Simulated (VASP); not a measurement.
# ZnO (Fm-3m) in VASP: a series of runs, part 2 of 2

VASP 6.6.1.

## 3. Single point, PBE

This run uses another cell than the first one, of 9.80 Å³/atom, 1.021 times its volume.

Input file INCAR:

```
SYSTEM = ZnO
PREC = Accurate
ENCUT = 520
EDIFF = 1E-6
ISMEAR = -1
SIGMA = 0.05
LREAL = .False.
LASPH = .True.
NELM = 80
ALGO = Normal
ISIF = 2
LWAVE = .False.
LCHARG = .True.
GGA = PE
LELF = .True.
LVHAR = .True.
NBANDS = 16
```

Input file KPOINTS:

```
regular mesh
0
Gamma
  11 11 11
  0 0 0
```

Input file POSCAR:

```
ZnO
1.0
    0.0000000000      2.1401216220      2.1401216220
    2.1401216220      0.0000000000      2.1401216220
    2.1401216220      2.1401216220      0.0000000000
Zn O
1 1
Direct
    0.0000000000      0.0000000000      0.0000000000
    0.5000000000      0.5000000000      0.5000000000
```

Potentials or basis: VASP PAW PBE potentials, release 64 (Zn, O).

The run is started by

```bash
cat potpaw_PBE.64/Zn/POTCAR potpaw_PBE.64/O/POTCAR > POTCAR
mpirun -np 1 vasp_std > vasp.out
```

OUTCAR:

```text
SYSTEM = ZnO
   PREC = Accurate
   ENCUT = 520
   EDIFF = 1E-6
   ISMEAR = -1
   LREAL = .False.
   LASPH = .True.
   NELM = 80
   ISIF = 2
   GGA = PE

 ion  position               nearest neighbor table
   1  0.000  0.000  0.000-   2 2.14   2 2.14   2 2.14   2 2.14   2 2.14   2 2.14
   2  0.500  0.500  0.500-   1 2.14   1 2.14   1 2.14   1 2.14   1 2.14   1 2.14

  LATTYP: Found a face centered cubic cell.
 ALAT       =     4.2802432440

  Lattice vectors:

[... 191 lines left out ...]
      6      -1.9095      2.00000
[... 433 lines left out ...]
      3      -2.7716      2.00000
      4      -2.5225      2.00000
      5      -1.9471      2.00000
      6      -1.7334      2.00000
[... 8 lines left out ...]
     15      24.1632      0.00000
     16      25.6029      0.00000

 [... further k-points ...]
[... 5 lines left out ...]
  --------------------------------------------------------------------------------------
  -------------------------------------------------------------------------------------
  Total        0.8960771      0.8960771      0.8960771      0.0000000     -0.0000000      0.0000000
  in kB       73.2336350     73.2336350     73.2336350      0.0000000     -0.0000000      0.0000000
  external PRESSURE =      73.2336350 kB  Pullay stress =       0.0000000 kB

 VOLUME and BASIS-vectors are now :
 -----------------------------------------------------------------------------
  energy-cutoff  :      520.00
  volume of cell :       19.60
      direct lattice vectors                 reciprocal lattice vectors
     0.000000000  2.140121622  2.140121622    -0.233631582  0.233631582  0.233631582
     2.140121622  0.000000000  2.140121622     0.233631582 -0.233631582  0.233631582
     2.140121622  2.140121622  0.000000000     0.233631582  0.233631582 -0.233631582

 POSITION                                       TOTAL-FORCE (eV/Angst)
 -----------------------------------------------------------------------------------
      0.00000      0.00000      0.00000         0.000000     -0.000000      0.000000
      2.14012      2.14012      2.14012         0.000000      0.000000      0.000000
 -----------------------------------------------------------------------------------
    total drift:                                0.000000     -0.000000     -0.000000

  FREE ENERGIE OF THE ION-ELECTRON SYSTEM (eV)
  ---------------------------------------------------
  free  energy   TOTEN  =        -8.6137137006 eV

  energy  without entropy=       -8.6137122290  energy(sigma->0) =       -8.61371296
```

OSZICAR:

```text
N       E                     dE             d eps       ncg     rms          rms(c)
DAV:   1     0.868482695470E+02    0.86848E+02   -0.98471E+03  1920   0.173E+03
DAV:   2    -0.584887701420E+01   -0.92697E+02   -0.84241E+02  1944   0.295E+02
DAV:   3    -0.100856431787E+02   -0.42368E+01   -0.42194E+01  2120   0.629E+01
DAV:   4    -0.101026687833E+02   -0.17026E-01   -0.17025E-01  2056   0.398E+00
DAV:   5    -0.101027211459E+02   -0.52363E-04   -0.52362E-04  2288   0.213E-01    0.940E+00
DAV:   6    -0.863206951938E+01    0.14707E+01   -0.27299E+00  2640   0.502E+01    0.638E+00
DAV:   7    -0.862922459085E+01    0.28449E-02   -0.50181E-01  2144   0.113E+01    0.352E+00
DAV:   8    -0.861609720666E+01    0.13127E-01   -0.61269E-02  1936   0.232E+00    0.564E-01
DAV:   9    -0.861357873482E+01    0.25185E-02   -0.54300E-03  2704   0.139E+00    0.760E-02
DAV:  10    -0.861368749901E+01   -0.10876E-03   -0.92894E-04  1912   0.270E-01    0.402E-02
DAV:  11    -0.861371391628E+01   -0.26417E-04   -0.27835E-05  2144   0.757E-02    0.633E-03
DAV:  12    -0.861371370061E+01    0.21567E-06   -0.14333E-06  1584   0.176E-02
   1 F= -.86137137E+01 E0= -.86137130E+01  d E =-.147166E-05
```

stdout:

```text
POSCAR found type information on POSCAR ZnO
 POSCAR found :  2 types and       2 ions
 scaLAPACK will be used
 LDA part: xc-table for (Slater+PW92), standard interpolation
 POSCAR, INCAR and KPOINTS ok, starting setup
 FFT: planning ... GRIDC
 FFT: planning ... GRID_SOFT
 FFT: planning ... GRID
 WAVECAR not read
 entering main loop
```

It took 18 s on 1 thread of Intel Xeon 8259CL, shared host; peak memory 0.15 GiB.

Results:

```
Free energy            : -8.6137 eV
Pressure               : 7.3 GPa
Band gap on the k mesh : 0.90 eV, indirect (least direct gap 2.24 eV)
```

Levels at points of the mesh, in eV from the valence-band top:
| k point | band 6 | band 7 | band 8 | band 9 | band 10 | band 11 | band 12 | band 13 |
| --- | --- | --- | --- | --- | --- | --- | --- | --- |
| (0.00, 0.00, 0.00) | -4.62 | -1.34 | -1.34 | -1.34 | 0.90 | 18.00 | 18.00 | 18.00 |

A k mesh can miss the band edges. As with any semilocal functional, this PBE gap is likely too small.

## 4. Single point, PBE

This run uses another cell than the first one, of 10.01 Å³/atom, 1.043 times its volume.

Input file INCAR:

```
SYSTEM = ZnO
PREC = Accurate
ENCUT = 520
EDIFF = 1E-6
ISMEAR = -1
SIGMA = 0.05
LREAL = .False.
LASPH = .True.
NELM = 100
ALGO = Normal
ISIF = 2
LWAVE = .False.
LCHARG = .False.
GGA = PE
NBANDS = 16
```

Input file KPOINTS:

```
Automatic mesh
0
Gamma
  11 11 11
  0 0 0
```

Input file POSCAR:

```
ZnO
1.0
    0.0000000000      2.1548815479      2.1548815479
    2.1548815479      0.0000000000      2.1548815479
    2.1548815479      2.1548815479      0.0000000000
Zn O
1 1
Direct
    0.0000000000      0.0000000000      0.0000000000
    0.5000000000      0.5000000000      0.5000000000
```

The run is started by

```bash
cat potpaw_PBE.64/Zn/POTCAR potpaw_PBE.64/O/POTCAR > POTCAR
mpirun -np 1 vasp_std > vasp.out
```

Wall time 18 s (1 thread of Intel Xeon 8259CL, shared host); peak memory 0.15 GiB.

The run converged. Its results:

| Quantity | Value |
| --- | --- |
| Free energy | -8.6278 eV |
| Pressure | 3.4 GPa |
| Band gap on the k mesh | 0.81 eV, indirect (least direct gap 2.07 eV) |

Levels at points of the mesh, in eV from the valence-band top:
| k point | band 7 | band 8 | band 9 | band 10 | band 11 | band 12 |
| --- | --- | --- | --- | --- | --- | --- |
| (0.00, 0.00, 0.00) | -1.27 | -1.27 | -1.27 | 0.81 | 17.88 | 17.88 |

A k mesh can miss the band edges. A hybrid or GW would open this gap; PBE tends to underestimate it.

## 5. Single point, PBE

This run uses another cell than the first one, of 10.21 Å³/atom, 1.064 times its volume.

Input file INCAR:

```
PREC = Accurate
ENCUT = 520
EDIFF = 1E-6
ISMEAR = -1
SIGMA = 0.05
LREAL = F
LASPH = T
NELM = 100
ALGO = Normal
ISIF = 2
LWAVE = F
LCHARG = F
GGA = PE
NBANDS = 16
```

Input file KPOINTS:

```
regular mesh
0
Gamma
  11 11 11
```

Input file POSCAR:

```
ZnO
1.0
    0.0000000000      2.1694420000      2.1694420000
    2.1694420000      0.0000000000      2.1694420000
    2.1694420000      2.1694420000      0.0000000000
Zn O
1 1
Direct
    0.0000000000      0.0000000000      0.0000000000
    0.5000000000      0.5000000000      0.5000000000
```

The run is started by

```bash
cat potpaw_PBE.64/Zn/POTCAR potpaw_PBE.64/O/POTCAR > POTCAR
mpirun -np 1 vasp_std > vasp.out
```

Wall time 17 s (1 thread of Intel Xeon 8259CL, shared host); peak memory 0.14 GiB.

The run converged. Its results:

```yaml
Free_energy: -8.6324 eV
Pressure: -0.1 GPa
Band_gap_on_the_k_mesh: 0.72 eV, indirect (least direct gap 1.91 eV)
```

Levels at points of the mesh, in eV from the valence-band top:
```csv
k point,band 7,band 8,band 9,band 10,band 11,band 12
"(0.00, 0.00, 0.00)",-1.20,-1.20,-1.20,0.72,17.76,17.76
```

A k mesh can miss the band edges.

## 6. Summary

```csv
cell,gap on the mesh (eV),pressure (GPa)
"a = 3.005 Å, angles 60.0°, 2 atoms",1.00,11.7
"a = 3.027 Å, angles 60.0°, 2 atoms",0.90,7.3
"a = 3.047 Å, angles 60.0°, 2 atoms",0.81,3.4
"a = 3.068 Å, angles 60.0°, 2 atoms",0.72,-0.1
```

Alike in all rows: task single point; level PBE; potentials or basis VASP PAW PBE potentials, release 64 (Zn, O); no spin polarisation; k mesh 11 × 11 × 11; cutoff (eV) 520; smearing fermi-dirac 0.05 eV.

Absolute energies hang on the potentials; compare differences alone.
